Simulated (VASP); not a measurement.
# BN (Fmm2) in VASP: further runs

BN is run at these levels: PBE+D3(BJ); tasks: single point.

All numbers are computed with VASP 6.6.1; they aren't measurements. Logs are shortened: lines on timing, memory, paths and dates and some standing lists are left out, and cuts for length are marked.

## (1) The cell of the first run

It takes space group Fmm2 (No. 42, orthorhombic). The conventional cell has a = 2.503 Å, b = 6.991 Å, c = 4.332 Å, α = 90.00°, β = 90.00°, γ = 90.00°. B (site symmetry mm2) has 2 N at 1.28 Å within 1.7 Å. Within 1.7 Å of N (site symmetry mm2) lie 2 B at 1.28 Å.

## (2) Single point, PBE+D3(BJ) (atom 2 (N) moved by (+0.000, -0.450) A along y and z)

Input file INCAR:

```
PREC = Accurate
ENCUT = 600
EDIFF = 1E-6
ISMEAR = 0
SIGMA = 0.05
LREAL = F
LASPH = T
NELM = 120
ALGO = Normal
ISIF = 2
LWAVE = F
LCHARG = F
GGA = PE
IVDW = 12
NBANDS = 11
GGA_COMPAT = F
```

Input file KPOINTS:

```
Automatic mesh
0
Gamma
  12 12 12
```

Input file POSCAR:

```
BN
1.0
    0.0000000000      3.4953158300      2.1660912400
    1.2516321000      0.0000000000      2.1660912400
    1.2516321000      3.4953158300      0.0000000000
B N
1 1
Direct
    0.0000486500      0.0000486500      0.9999513500
    0.5627775992      0.5627775992      0.4372224008
```

Potentials or basis: VASP PAW PBE potentials, release 64 (B, N).

Run with:

```sh
cat potpaw_PBE.64/B/POTCAR potpaw_PBE.64/N/POTCAR > POTCAR
mpirun -np 1 vasp_std > vasp.out
```

OUTCAR:

```text
PREC = Accurate
   ENCUT = 600
   EDIFF = 1E-6
   ISMEAR = 0
   LREAL = F
   LASPH = T
   NELM = 120
   ISIF = 2
   GGA = PE
   IVDW = 12
 IVDW          = 12

 ion  position               nearest neighbor table
   1  0.000  0.000  1.000-   2 1.28   2 1.28   2 1.89
   2  0.563  0.563  0.437-   1 1.28   1 1.28   1 1.89

  LATTYP: Found a face centered orthorhombic cell.
 ALAT       =     2.5032642000
 B/A-ratio  =     1.7306133647
 C/A-ratio  =     2.7926064137

  Lattice vectors:

 A1 = (   0.0000000000,   3.4953158300,   2.1660912400)
 A2 = (  -1.2516321000,   3.4953158300,   0.0000000000)
 A3 = (  -1.2516321000,   0.0000000000,   2.1660912400)

Analysis of symmetry for initial positions (statically):
=====================================================================
 Subroutine PRICEL returns:
 Original cell was already a primitive cell.

 Routine SETGRP: Setting up the symmetry group for a
 face centered orthorhombic supercell.

 Subroutine GETGRP returns: Found  4 space group operations
 (whereof  4 operations were pure point group operations)
 out of a pool of  8 trial point group operations.

The static configuration has the point symmetry C_2v.

Analysis of symmetry for dynamics (positions and initial velocities):
=====================================================================
 Subroutine PRICEL returns:
 Original cell was already a primitive cell.

 Routine SETGRP: Setting up the symmetry group for a
 face centered orthorhombic supercell.

 Subroutine GETGRP returns: Found  4 space group operations
 (whereof  4 operations were pure point group operations)
 out of a pool of  8 trial point group operations.

The dynamic configuration has the point symmetry C_2v.

 Subroutine INISYM returns: Found  4 space group operations
 (whereof  4 operations are pure point group operations),
 and found     1 'primitive' translations

----------------------------------------------------------------------------------------

                                     Primitive cell

  volume of cell :      18.9526

  direct lattice vectors                    reciprocal lattice vectors
     0.000000000  3.495315830  2.166091240    -0.399478409  0.143048590  0.230830535
     1.251632100  0.000000000  2.166091240     0.399478409 -0.143048590  0.230830535
     1.251632100  3.495315830  0.000000000     0.399478409  0.143048590 -0.230830535

  length of vectors
     4.112077822  2.501706252  3.712656147     0.483041027  0.483041027  0.483041027

  position of ions in fractional coordinates (direct lattice)
     0.000048650  0.000048650  0.999951350
     0.562777599  0.562777599  0.437222401

  ion indices of the primitive-cell ions
   primitive index   ion index
                 1           1
                 2           2

----------------------------------------------------------------------------------------

 KPOINTS: Automatic mesh

Automatic generation of k-mesh.
 Grid dimensions read from file:
 generate k-points for:   12   12   12

 Generating k-lattice:

  Cartesian coordinates                     Fractional coordinates (reciprocal lattice)
    -0.033289867  0.011920716  0.019235878     0.083333333  0.000000000  0.000000000
     0.033289867 -0.011920716  0.019235878     0.000000000  0.083333333  0.000000000
     0.033289867  0.011920716 -0.019235878     0.000000000  0.000000000  0.083333333

  Length of vectors
     0.040253419  0.040253419  0.040253419

  Shift w.r.t. Gamma in fractional coordinates (k-lattice)
     0.000000000  0.000000000  0.000000000

 Subroutine IBZKPT returns following result:
 ===========================================

 Found    280 irreducible k-points:

 Following reciprocal coordinates:
            Coordinates               Weight
  0.000000  0.000000  0.000000      1.000000
  0.083333  0.000000 -0.000000      8.000000
  0.166667  0.000000 -0.000000      8.000000
  0.250000  0.000000  0.000000      8.000000
  0.333333  0.000000  0.000000      8.000000
  0.416667  0.000000 -0.000000      8.000000
[... 16 lines left out ...]
  0.500000  0.166667  0.000000      8.000000
 -0.416667  0.166667  0.000000      8.000000
 [... further k-points ...]
   k-points           NKPTS =    280   k-points in BZ     NKDIM =    280   number of bands    NBANDS=     11
   number of dos      NEDOS =    301   number of ions     NIONS =      2
   total plane-waves  NPLWV =  21600
   dimension x,y,z NGX =    36 NGY =   20 NGZ =   30
   dimension x,y,z NGXF=    72 NGYF=   40 NGZF=   60
   ions per type =               1   1
   NGX,Y,Z   is equivalent  to a cutoff of  14.55, 13.29, 13.43 a.u.
   NGXF,Y,Z  is equivalent  to a cutoff of  29.11, 26.58, 26.87 a.u.
 SYSTEM =  unknown system
   PREC   = accura    normal or accurate (medium, high low for compatibility)
   ISTART =      0    job   : 0-new  1-cont  2-samecut
   ICHARG =      2    charge: 1-file 2-atom 10-const
   ISPIN  =      1    spin polarized calculation?
   LNONCOLLINEAR =      F non collinear calculations
   LSORBIT =      F    spin-orbit coupling
   LASPH  =      T    aspherical Exc in radial PAW
   ENCUT  =  600.0 eV  44.10 Ry    6.64 a.u.   8.21  5.00  7.42*2*pi/ulx,y,z
   NELM   =    120;   NELMIN=  2; NELMDL= -5     # of ELM steps
   EDIFF  = 0.1E-05   stopping-criterion for ELM
   LREAL  =      F    real-space projection
   EDIFFG = 0.1E-04   stopping-criterion for IOM
   NSW    =      0    number of steps for IOM
   IBRION =     -1    ionic relax: 0-MD 1-quasi-New 2-CG
   NFREE  =      0    steps in history (QN), initial steepest desc. (CG)
   ISIF   =      2    stress and relaxation
   ISYM   =      2    0-nonsym 1-usesym 2-fastsym
   POTIM  = 0.5000    time-step for ionic-motion
   TEBEG  =    0.0;   TEEND  =   0.0 temperature during run
   PSTRESS=    0.0 pullay stress
   NELECT =       8.0000    total number of electrons
   NUPDOWN=      -1.0000    fix difference up-down
   EMIN   =  10.00;   EMAX   =-10.00  energy-range for DOS
   EFERMI =   0.00;   METHOD = LEGACY
   ISMEAR =     0;   SIGMA  =   0.05  broadening in eV -4-tet -1-fermi 0-gaus
   EFERMI_NEDOS =   21; number of points for ismear=-14 and -15
   IALGO  =     38    algorithm
   IMIX   =      4    mixing-type and parameters
     AMIX     =   0.40;   BMIX     =  1.00
     AMIX_MAG =   1.60;   BMIX_MAG =  1.00
  volume/ion in A,a.u.               =       9.48        63.95
  Fermi-wavevector in a.u.,A,eV,Ry     =   1.228047  2.320672 20.518928  1.508099
  Thomas-Fermi vector in A             =   2.362987
   LORBIT       =      0    0 simple, 1 ext, 2 COOP (PROOUT), +10 PAW based schemes
   GGA     = PE    functional components
   LHFCALC =     F    Hartree Fock is set to
   AEXX    =    0.0000 exact exchange contribution
   IVDW    =    12    specifies the selected vdW correction
   LEPSILON=     F    determine dielectric tensor
   LRPA    =     F    only Hartree local field effects (RPA)
 non-spin polarized calculation
 Gauss-broadening in eV      SIGMA  =   0.05
  energy-cutoff  :      600.00
  volume of cell :       18.95
 maximum number of plane-waves:       650
 NGX is ok and might be reduce to    36
   NGX = 17   NGY =  9   NGZ = 15

 number of electron       8.0000000 magnetization

 Free energy of the ion-electron system (eV)
  ---------------------------------------------------
  ext. energy  EPLUGINS =         0.00000000
  ---------------------------------------------------
  free energy    TOTEN  =       -15.41063029 eV

  energy without entropy =      -15.41063029  energy(sigma->0) =      -15.41063029

 E-fermi :   3.9837     XC(G=0):  -9.6773

 val. band max:        3.7502101492   @ k =   0.5000   0.0000   0.5000
 cond. band min:       5.4282446968   @ k =   0.5000   0.0000   0.0000
 fundamental gap:      1.6780345475
 Fermi energy:         3.9836806343

 k-point     1 :       0.0000    0.0000    0.0000
  band No.  band energies     occupation
      1     -15.9348      2.00000
      2      -4.0442      2.00000
      3      -2.8391      2.00000
      4       3.7295      2.00000
      5       6.6738      0.00000
      6      11.3565      0.00000
      7      15.5605      0.00000
      8      16.4263      0.00000
      9      21.1064      0.00000
     10      25.4542      0.00000
     11      27.6590      0.00000

 k-point     2 :       0.0833    0.0000   -0.0000
  band No.  band energies     occupation
      1     -15.8179      2.00000
      2      -4.2209      2.00000
      3      -2.6928      2.00000
      4       3.4589      2.00000
      5       6.9857      0.00000
      6      11.0257      0.00000
      7      14.8645      0.00000
      8      16.5106      0.00000
      9      21.7323      0.00000
     10      26.1367      0.00000
     11      26.8020      0.00000

 k-point     3 :       0.1667    0.0000   -0.0000
  band No.  band energies     occupation
      1     -15.4782      2.00000
      2      -4.7234      2.00000
      3      -2.2518      2.00000
      4       2.7793      2.00000
      5       7.7980      0.00000
      6      10.2672      0.00000
      7      13.1382      0.00000
      8      17.1381      0.00000
      9      22.8194      0.00000
     10      25.1934      0.00000
     11      27.6876      0.00000
[... 267 lines left out ...]
 k-point    23 :       0.5000    0.1667    0.0000
  band No.  band energies     occupation
      1     -13.3431      2.00000
      2      -6.9790      2.00000
      3      -1.8342      2.00000
      4       0.6380      2.00000
      5       7.1941      0.00000
      6      10.9120      0.00000
      7      13.2663      0.00000
      8      17.8531      0.00000
      9      19.5273      0.00000
     10      22.8003      0.00000
     11      25.1984      0.00000

 k-point    24 :      -0.4167    0.1667    0.0000
  band No.  band energies     occupation
      1     -13.2575      2.00000
      2      -7.1189      2.00000
      3      -1.7012      2.00000
      4       1.3668      2.00000
      5       5.7913      0.00000
      6      10.6490      0.00000
      7      14.8506      0.00000
      8      17.2009      0.00000
      9      19.6588      0.00000
     10      22.2700      0.00000
     11      25.6222      0.00000

 [... further k-points ...]

------------------------ aborting loop because EDIFF is reached ----------------------------------------

 Edisp (eV)   -0.26783

 E8    (eV) :    -0.0779

  FORCE on cell =-STRESS in cart. coord.  units (eV):
  Direction    XX          YY          ZZ          XY          YZ          ZX
  --------------------------------------------------------------------------------------
  -------------------------------------------------------------------------------------
  Total      10.58901    -0.19177     3.87990     0.00000     0.00000     0.00000
  in kB     895.15032   -16.21161   327.99070     0.00000     0.00000     0.00000
  external pressure =      402.31 kB  Pullay stress =        0.00 kB

 VOLUME and BASIS-vectors are now :
 -----------------------------------------------------------------------------
  energy-cutoff  :      600.00
  volume of cell :       18.95
      direct lattice vectors                 reciprocal lattice vectors
     0.000000000  3.495315830  2.166091240    -0.399478409  0.143048590  0.230830535
     1.251632100  0.000000000  2.166091240     0.399478409 -0.143048590  0.230830535
     1.251632100  3.495315830  0.000000000     0.399478409  0.143048590 -0.230830535

 POSITION                                       TOTAL-FORCE (eV/Angst)
 -----------------------------------------------------------------------------------
      1.25163      3.49532      0.00021         0.000000      0.000000     -5.155680
      1.25163      3.49532      2.43806         0.000000      0.000000      5.155680
 -----------------------------------------------------------------------------------
    total drift:                                0.000004     -0.000004      0.000055

  FREE ENERGIE OF THE ION-ELECTRON SYSTEM (eV)
  ---------------------------------------------------
  free  energy   TOTEN  =       -15.6784615525 eV

  energy  without entropy=      -15.6784615525  energy(sigma->0) =      -15.67846155
```

Wall time 41 s (1 thread of Intel Xeon 6975P-C, shared host); peak memory 0.21 GiB.

What came out:

- Free energy: -15.6785 eV
- Pressure: 40.2 GPa
- Largest force: 5.156 eV/Å
- Band gap on the k mesh: 1.68 eV, indirect (least direct gap 2.94 eV)
- Dispersion energy per atom: -0.134 eV

Forces in eV/Å, atoms in the order of the input:
```
B    0.000  0.000 -5.156
N    0.000  0.000  5.156
```

Levels at points of the mesh, in eV from the valence-band top:
```
           k point  band 1  band 2  band 3  band 4  band 5  band 6  band 7  band 8
(0.00, 0.00, 0.00)  -19.68   -7.79   -6.59   -0.02    2.92    7.61   11.81   12.68
(0.50, 0.00, 0.00)  -17.27  -11.14   -3.30   -2.53    1.68    4.34   11.12   13.60
(0.50, 0.50, 0.00)  -16.25  -10.10   -9.08   -3.95    7.25    8.41   11.09   12.33
(0.50, 0.00, 0.50)  -19.49   -8.15   -7.81    0.00    7.11    7.79   10.49   14.34
(0.00, 0.50, 0.50)  -16.13   -9.93   -9.10   -4.82    5.43    8.09   11.35   14.90
```

Caveat: the cell differs from its parent crystal (atom 2 (N) moved by (+0.000, -0.450) A along y and z); forces of over 1 eV/Å act on the atoms, so gaps and moduli don't describe the material at rest. A k mesh can miss the band edges.

## (3) Single point, PBE+D3(BJ) (atom 2 (N) moved by (+0.000, +0.450) A along y and z)

Input file INCAR:

```
PREC = Accurate ; ENCUT = 600
EDIFF = 1E-6 ; ISMEAR = 0
SIGMA = 0.05 ; LREAL = F
LASPH = T ; NELM = 120
ALGO = Normal ; ISIF = 2
LWAVE = F ; LCHARG = F
GGA = PE ; IVDW = 12
NBANDS = 11 ; GGA_COMPAT = F
```

KPOINTS is that of step 2.

POSCAR: that of step 2 with these lines changed.

```diff
@@ -9,2 +9,2 @@
     0.0000486500      0.0000486500      0.9999513500
-    0.5627775992      0.5627775992      0.4372224008
+    0.7705250808      0.7705250808      0.2294749192
```

Potentials or basis: VASP PAW PBE potentials, release 64 (B, N).

Run with:

```sh
cat potpaw_PBE.64/B/POTCAR potpaw_PBE.64/N/POTCAR > POTCAR
mpirun -np 1 vasp_std > vasp.out
```

Wall time 50 s (1 thread of Intel Xeon 6975P-C, shared host); peak memory 0.22 GiB.

The run converged. Its results:

- Free energy: -9.7956 eV
- Pressure: 129.2 GPa
- Largest force: 53.787 eV/Å
- Band gap on the k mesh: 2.63 eV, indirect (least direct gap 4.06 eV)
- Dispersion energy per atom: -0.133 eV

Forces on the atoms (eV/Å):
```
B     0.000   0.000  53.787
N     0.000   0.000 -53.787
```

Stress tensor (GPa, compression positive):
```
  0.13   0.00   0.00
  0.00  -1.47   0.00
  0.00   0.00 388.98
```

Levels at points of the mesh, in eV from the valence-band top:
```tsv
k point	band 1	band 2	band 3	band 4	band 5	band 6	band 7	band 8	band 9
(0.00, 0.00, 0.00)	-18.68	-6.12	-5.86	0.00	4.06	8.08	10.95	13.95	19.71
(0.50, 0.00, 0.00)	-16.10	-9.34	-4.60	-3.74	5.03	6.43	12.46	14.88	16.76
(0.50, 0.50, 0.00)	-16.79	-9.21	-4.09	-2.43	4.91	8.46	10.43	13.52	18.15
(0.50, 0.00, 0.50)	-18.50	-7.52	-5.76	-0.03	8.00	8.36	8.95	16.14	18.42
(0.00, 0.50, 0.50)	-16.71	-9.00	-4.13	-3.07	2.63	9.64	13.18	13.95	19.93
```

Caveat: the cell differs from its parent crystal (atom 2 (N) moved by (+0.000, +0.450) A along y and z); forces of over 1 eV/Å act on the atoms, so gaps and moduli don't describe the material at rest. A k mesh can miss the band edges.
